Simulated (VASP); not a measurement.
# Cs2GaPt (P-6m2) in VASP: a series of runs

Runs on Cs2GaPt. Level: PBE. Tasks: single point.

Everything below comes from runs of VASP 6.6.1. Logs are shortened: lines on timing, memory, paths and dates and some standing lists are left out, and cuts for length are marked.

**1. The cell of the first run**

Symmetry: P-6m2, No. 187, hexagonal system. Conventional cell: a = 4.568 Å, b = 4.568 Å, c = 10.120 Å, α = 90.00°, β = 90.00°, γ = 120.00°. Within 4.3 Å of Cs (site symmetry 3m) lie 3 Pt at 3.30 Å and 1 Cs at 3.97 Å and 3 Ga at 4.05 Å. Within 5.3 Å of Ga (site symmetry -6m2) lie 6 Cs at 4.05 Å and 6 Ga at 4.57 Å and 2 Pt at 5.06 Å. Within 4.3 Å of Pt (site symmetry -6m2) lie 6 Cs at 3.30 Å.

The cell was built from a structure type or drawn by symmetry, and may not be a known phase.

**2. Single point, PBE**

File INCAR:

```
SYSTEM = Cs2GaPt
PREC = Accurate
ENCUT = 520
EDIFF = 1E-6
ISMEAR = 0
SIGMA = 0.1
LREAL = .False.
LASPH = .True.
NELM = 100
ALGO = Normal
ISIF = 2
LWAVE = .False.
LCHARG = .False.
GGA = PE
NBANDS = 28
```

File KPOINTS:

```
Automatic mesh
0
Gamma
  6 6 2
  0 0 0
```

File POSCAR:

```
Cs2GaPt
1.0
    4.5683219356     -0.0000000026      0.0000000000
   -2.2841609655      3.9562828502      0.0000000000
    0.0000000000      0.0000000000     10.1195096371
Cs Ga Pt
2 1 1
Direct
    0.0000000000      0.0000000000      0.6962967621
    0.0000000000      0.0000000000      0.3037032379
    0.3333333333      0.6666666667      0.0000000000
    0.3333333333      0.6666666667      0.5000000000
```

Potentials or basis: VASP PAW PBE potentials, release 64 (Cs_sv, Ga_d, Pt).

Started as:

```sh
cat potpaw_PBE.64/Cs_sv/POTCAR potpaw_PBE.64/Ga_d/POTCAR potpaw_PBE.64/Pt/POTCAR > POTCAR
mpirun -np 1 vasp_std > vasp.out
```

OUTCAR:

```text
SYSTEM = Cs2GaPt
   PREC = Accurate
   ENCUT = 520
   EDIFF = 1E-6
   ISMEAR = 0
   LREAL = .False.
   LASPH = .True.
   NELM = 100
   ISIF = 2
   GGA = PE

 ion  position               nearest neighbor table
   1  0.000  0.000  0.696-   4 3.30   4 3.30   4 3.30
   2  0.000  0.000  0.304-   4 3.30   4 3.30   4 3.30
   3  0.333  0.667  0.000-
   4  0.333  0.667  0.500-   1 3.30   2 3.30   1 3.30   2 3.30   1 3.30   2 3.30

  LATTYP: Found a hexagonal cell.
 ALAT       =     4.5683219356
 C/A-ratio  =     2.2151480959

  Lattice vectors:

 A1 = (   4.5683219356,  -0.0000000026,   0.0000000000)
 A2 = (  -2.2841609655,   3.9562828502,   0.0000000000)
 A3 = (   0.0000000000,   0.0000000000,  10.1195096371)

Analysis of symmetry for initial positions (statically):
=====================================================================
 Subroutine PRICEL returns:
 Original cell was already a primitive cell.

 Routine SETGRP: Setting up the symmetry group for a
 hexagonal supercell.

 Subroutine GETGRP returns: Found 12 space group operations
 (whereof 12 operations were pure point group operations)
 out of a pool of 24 trial point group operations.

The static configuration has the point symmetry D_3h.

Analysis of symmetry for dynamics (positions and initial velocities):
=====================================================================
 Subroutine PRICEL returns:
 Original cell was already a primitive cell.

 Routine SETGRP: Setting up the symmetry group for a
 hexagonal supercell.

 Subroutine GETGRP returns: Found 12 space group operations
 (whereof 12 operations were pure point group operations)
 out of a pool of 24 trial point group operations.

The dynamic configuration has the point symmetry D_3h.

 Subroutine INISYM returns: Found 12 space group operations
 (whereof 12 operations are pure point group operations),
 and found     1 'primitive' translations

----------------------------------------------------------------------------------------

                                     Primitive cell

  volume of cell :     182.8957

  direct lattice vectors                    reciprocal lattice vectors
[... 75 lines left out ...]
   LNONCOLLINEAR =      F non collinear calculations
   LSORBIT =      F    spin-orbit coupling
   LASPH  =      T    aspherical Exc in radial PAW
   ENCUT  =  520.0 eV  38.22 Ry    6.18 a.u.   8.49  8.49 18.82*2*pi/ulx,y,z
   NELM   =    100;   NELMIN=  2; NELMDL= -5     # of ELM steps
   EDIFF  = 0.1E-05   stopping-criterion for ELM
   LREAL  =      F    real-space projection
   EDIFFG = 0.1E-04   stopping-criterion for IOM
   NSW    =      0    number of steps for IOM
   IBRION =     -1    ionic relax: 0-MD 1-quasi-New 2-CG
   NFREE  =      0    steps in history (QN), initial steepest desc. (CG)
   ISIF   =      2    stress and relaxation
   ISYM   =      2    0-nonsym 1-usesym 2-fastsym
   POTIM  = 0.5000    time-step for ionic-motion
   TEBEG  =    0.0;   TEEND  =   0.0 temperature during run
   PSTRESS=    0.0 pullay stress
   NELECT =      41.0000    total number of electrons
   NUPDOWN=      -1.0000    fix difference up-down
   EMIN   =  10.00;   EMAX   =-10.00  energy-range for DOS
   EFERMI =   0.00;   METHOD = LEGACY
   ISMEAR =     0;   SIGMA  =   0.10  broadening in eV -4-tet -1-fermi 0-gaus
   EFERMI_NEDOS =   21; number of points for ismear=-14 and -15
   IALGO  =     38    algorithm
   IMIX   =      4    mixing-type and parameters
     AMIX     =   0.40;   BMIX     =  1.00
     AMIX_MAG =   1.60;   BMIX_MAG =  1.00
  volume/ion in A,a.u.               =      45.72       308.56
  Fermi-wavevector in a.u.,A,eV,Ry     =   0.994493  1.879319 13.456377  0.989016
  Thomas-Fermi vector in A             =   2.126448
   LORBIT       =      0    0 simple, 1 ext, 2 COOP (PROOUT), +10 PAW based schemes
   GGA     = PE    functional components
   LHFCALC =     F    Hartree Fock is set to
   AEXX    =    0.0000 exact exchange contribution
   IVDW    =     0    specifies the selected vdW correction
   LEPSILON=     F    determine dielectric tensor
   LRPA    =     F    only Hartree local field effects (RPA)
 non-spin polarized calculation
 Gauss-broadening in eV      SIGMA  =   0.10
  energy-cutoff  :      520.00
  volume of cell :      182.90
 maximum number of plane-waves:      4994
 NGX is ok and might be reduce to    36
   NGX = 17   NGY = 17   NGZ = 37

 number of electron      40.9999995 magnetization

 Free energy of the ion-electron system (eV)
  ---------------------------------------------------
  ext. energy  EPLUGINS =         0.00000000
  ---------------------------------------------------
  free energy    TOTEN  =        -8.70718076 eV

  energy without entropy =       -8.68697751  energy(sigma->0) =       -8.69707913

 E-fermi :   1.3306     XC(G=0):  -7.6969

 val. band max:        1.2932143786   @ k =   0.3333   0.1667   0.0000
 cond. band min:       1.3525069014   @ k =   0.3333   0.3333   0.5000
 fundamental gap:      0.0592925227
 Fermi energy:         1.3305736120

 k-point     1 :       0.0000    0.0000    0.0000
  band No.  band energies     occupation
      1     -20.2659      2.00000
      2     -20.2101      2.00000
      3     -14.3764      2.00000
      4     -14.3537      2.00000
      5     -14.3537      2.00000
      6     -14.2875      2.00000
[... 423 lines left out ...]
     27       5.1217      0.00000
     28       5.9776      0.00000

------------------------ aborting loop because EDIFF is reached ----------------------------------------

  FORCE on cell =-STRESS in cart. coord.  units (eV):
  Direction    XX          YY          ZZ          XY          YZ          ZX
  --------------------------------------------------------------------------------------
  -------------------------------------------------------------------------------------
  Total       -0.0654958     -0.0654958      0.0384816     -0.0000000     -0.0000000      0.0000000
  in kB       -0.5737474     -0.5737474      0.3371014     -0.0000000     -0.0000000      0.0000000
  external PRESSURE =      -0.2701312 kB  Pullay stress =       0.0000000 kB

 VOLUME and BASIS-vectors are now :
 -----------------------------------------------------------------------------
  energy-cutoff  :      520.00
  volume of cell :      182.90
      direct lattice vectors                 reciprocal lattice vectors
     4.568321936 -0.000000003  0.000000000     0.218898759  0.126381257  0.000000000
    -2.284160965  3.956282850  0.000000000     0.000000000  0.252762514  0.000000000
     0.000000000  0.000000000 10.119509637     0.000000000  0.000000000  0.098819018

 POSITION                                       TOTAL-FORCE (eV/Angst)
 -----------------------------------------------------------------------------------
      0.00000      0.00000      7.04618         0.000000      0.000000      0.020394
      0.00000      0.00000      3.07333         0.000000      0.000000     -0.020394
      0.00000      2.63752      0.00000        -0.000000      0.000000      0.000000
      0.00000      2.63752      5.05975         0.000000     -0.000000      0.000000
 -----------------------------------------------------------------------------------
    total drift:                                0.000000     -0.000000     -0.000000

  FREE ENERGIE OF THE ION-ELECTRON SYSTEM (eV)
  ---------------------------------------------------
  free  energy   TOTEN  =        -8.7071807569 eV

  energy  without entropy=       -8.6869775058  energy(sigma->0) =       -8.69707913
```

stdout:

```text
POSCAR found type information on POSCAR CsGaPt
 POSCAR found :  3 types and       4 ions
 scaLAPACK will be used
 LDA part: xc-table for (Slater+PW92), standard interpolation
 POSCAR, INCAR and KPOINTS ok, starting setup
 FFT: planning ... GRIDC
 FFT: planning ... GRID_SOFT
 FFT: planning ... GRID
 WAVECAR not read
 entering main loop
```

Wall time 2.6 min (1 thread of Intel Xeon 8259CL, shared host); peak memory 0.34 GiB.

Results:

```
Free energy            : -8.7072 eV
Pressure               : 0.0 GPa
Largest force          : 0.020 eV/Å
Band gap on the k mesh : zero (an odd number of electrons rules out a gap without spin polarisation)
```

Forces on the atoms (eV/Å):
```
Cs   0.000  0.000  0.020
Cs   0.000  0.000 -0.020
Ga   0.000  0.000  0.000
Pt   0.000  0.000  0.000
```

Levels at points of the mesh, in eV from the Fermi level:
```tsv
k point	band 17	band 18	band 19	band 20	band 21	band 22	band 23	band 24
(0.00, 0.00, 0.00)	-0.60	-0.60	-0.56	-0.56	-0.31	2.46	2.46	2.65
(0.50, 0.00, 0.00)	-0.54	-0.43	-0.33	-0.27	-0.07	0.65	1.66	2.45
(0.00, 0.00, 0.50)	-0.60	-0.60	-0.56	-0.56	0.64	1.51	2.46	2.46
(0.50, 0.00, 0.50)	-0.60	-0.44	-0.40	-0.27	-0.22	0.55	1.71	2.57
```

Caveat: spin-orbit coupling is left out, which moves the levels of the heavy elements.

**3. Single point, PBE**

This run uses another cell than the first one, of 69.67 Å³/atom.

File INCAR:

```
SYSTEM = Cs2GaPt
ALGO = Normal
EDIFF = 1E-7
ENCUT = 520
GGA = PE
ISIF = 2
ISMEAR = 0
LASPH = .True.
LCHARG = .True.
LELF = .True.
LREAL = .False.
LVHAR = .True.
LWAVE = .False.
NBANDS = 28
NELM = 100
PREC = Accurate
SIGMA = 0.1
```

File KPOINTS:

```
k-points
0
Gamma
  6 6 2
  0 0 0
```

File POSCAR:

```
Cs2GaPt
1.0
    5.0138754700      0.0000000000      0.0000000000
   -2.5069377300      4.3421435200      0.0000000000
    0.0000000000      0.0000000000     12.8001224500
Cs Ga Pt
2 1 1
Direct
    0.0000000000      0.0000000000      0.7528590700
    0.0000000000      0.0000000000      0.2471409300
    0.3333333300      0.6666666700      0.0000000000
    0.3333333300      0.6666666700      0.5000000000
```

Potentials or basis: VASP PAW PBE potentials, release 64 (Cs_sv, Ga_d, Pt).

Started as:

```sh
cat potpaw_PBE.64/Cs_sv/POTCAR potpaw_PBE.64/Ga_d/POTCAR potpaw_PBE.64/Pt/POTCAR > POTCAR
mpirun -np 1 vasp_std > vasp.out
```

Run time: 5.5 min. Hardware: 1 thread of Intel Xeon 8259CL, shared host; peak memory 0.46 GiB.

The run converged. Its results:

```yaml
Free_energy: -6.9269 eV
Pressure: -1.7 GPa
Largest_force: 0.604 eV/Å
Band_gap_on_the_k_mesh: zero (an odd number of electrons rules out a gap without spin polarisation)
```

Forces on the atoms (eV/Å):
```
Cs   0.000  0.000 -0.604
Cs   0.000  0.000  0.604
Ga   0.000  0.000  0.000
Pt   0.000  0.000  0.000
```

Stress tensor (GPa, compression positive):
```
-1.07  0.00  0.00
 0.00 -1.07  0.00
 0.00  0.00 -3.09
```

Levels at points of the mesh, in eV from the Fermi level:
```tsv
k point	band 16	band 17	band 18	band 19	band 20	band 21	band 22	band 23	band 24	band 25
(0.00, 0.00, 0.00)	-0.66	-0.37	-0.23	-0.23	-0.19	-0.19	1.43	1.84	1.85	1.85
(0.50, 0.00, 0.00)	-0.40	-0.33	-0.33	-0.21	-0.08	0.10	0.23	1.31	1.87	1.99
(0.00, 0.00, 0.50)	-0.48	-0.23	-0.23	-0.19	-0.19	-0.12	0.62	1.85	1.85	2.57
(0.50, 0.00, 0.50)	-0.53	-0.34	-0.28	-0.21	-0.08	0.09	0.21	1.31	1.91	2.02
```

Caveat: spin-orbit coupling is left out, which moves the levels of the heavy elements.

**4. Single point, PBE**

This run uses another cell than the first one, of 44.67 Å³/atom.

File INCAR:

```
SYSTEM = Cs2GaPt
PREC = Accurate ; ENCUT = 520
EDIFF = 1E-6 ; ISMEAR = 0
SIGMA = 0.1 ; LREAL = .False.
LASPH = .True. ; NELM = 100
ALGO = Fast ; ISIF = 2
LWAVE = .False. ; LCHARG = .False.
GGA = PE ; NBANDS = 28
```

File KPOINTS:

```
regular mesh
0
Gamma
  12 12 6
  0 0 0
```

File POSCAR:

```
Cs2GaPt
1.0
    4.4716535365      0.0000000000      0.0000000000
   -2.2358267682      3.8725655595      0.0000000000
    0.0000000000      0.0000000000     10.3175145013
Cs Ga Pt
2 1 1
Direct
    0.0000000000      0.0000000000      0.6950739483
    0.0000000000      0.0000000000      0.3049260517
    0.3333333333      0.6666666667      0.0000000000
    0.3333333333      0.6666666667      0.5000000000
```

Started as:

```sh
cat potpaw_PBE.64/Cs_sv/POTCAR potpaw_PBE.64/Ga_d/POTCAR potpaw_PBE.64/Pt/POTCAR > POTCAR
mpirun -np 1 vasp_std > vasp.out
```

It took 16 min on 1 thread of Intel Xeon 8259CL, shared host; peak memory 0.59 GiB.

It converged, with:

- Free energy: -8.7047 eV
- Pressure: 0.1 GPa
- Largest force: 0.039 eV/Å
- Band gap on the k mesh: zero (an odd number of electrons rules out a gap without spin polarisation)

Forces in eV/Å, atoms in the order of the input:
```
Cs   0.000  0.000  0.039
Cs   0.000  0.000 -0.039
Ga   0.000  0.000  0.000
Pt   0.000  0.000  0.000
```

Levels at points of the mesh, in eV from the Fermi level:
| k point | band 18 | band 19 | band 20 | band 21 | band 22 | band 23 | band 24 | band 25 |
| --- | --- | --- | --- | --- | --- | --- | --- | --- |
| (0.00, 0.00, 0.00) | -0.65 | -0.61 | -0.61 | -0.37 | 2.47 | 2.68 | 2.68 | 3.66 |
| (0.50, 0.00, 0.00) | -0.48 | -0.36 | -0.28 | -0.05 | 0.65 | 1.80 | 2.37 | 2.52 |
| (0.00, 0.00, 0.50) | -0.65 | -0.61 | -0.61 | 0.55 | 1.42 | 2.68 | 2.68 | 4.09 |
| (0.50, 0.00, 0.50) | -0.48 | -0.45 | -0.28 | -0.19 | 0.53 | 1.85 | 2.55 | 2.66 |

Caveat: spin-orbit coupling is left out, which moves the levels of the heavy elements.

**5. Summary**

```csv
cell,k mesh,gap on the mesh (eV),pressure (GPa),largest force (eV/Å)
"a = 4.568, b = 4.568, c = 10.120 Å, angles 90.0, 90.0, 120.0°, 4 atoms, atomic positions A",6 × 6 × 2,none,0.0,0.02
"a = 5.014, b = 5.014, c = 12.800 Å, angles 90.0, 90.0, 120.0°, 4 atoms, atomic positions B",6 × 6 × 2,none,-1.7,0.60
"a = 4.472, b = 4.472, c = 10.318 Å, angles 90.0, 90.0, 120.0°, 4 atoms, atomic positions C",12 × 12 × 6,none,0.1,0.04
```

Alike in all rows: task single point; level PBE; potentials or basis VASP PAW PBE potentials, release 64 (Cs_sv, Ga_d, Pt); no spin polarisation; cutoff (eV) 520; smearing gaussian 0.1 eV.

Caveats: spin-orbit coupling is left out, which moves the levels of the heavy elements.

Total energies depend on the potentials used, so only differences within one code and one set of settings carry meaning.
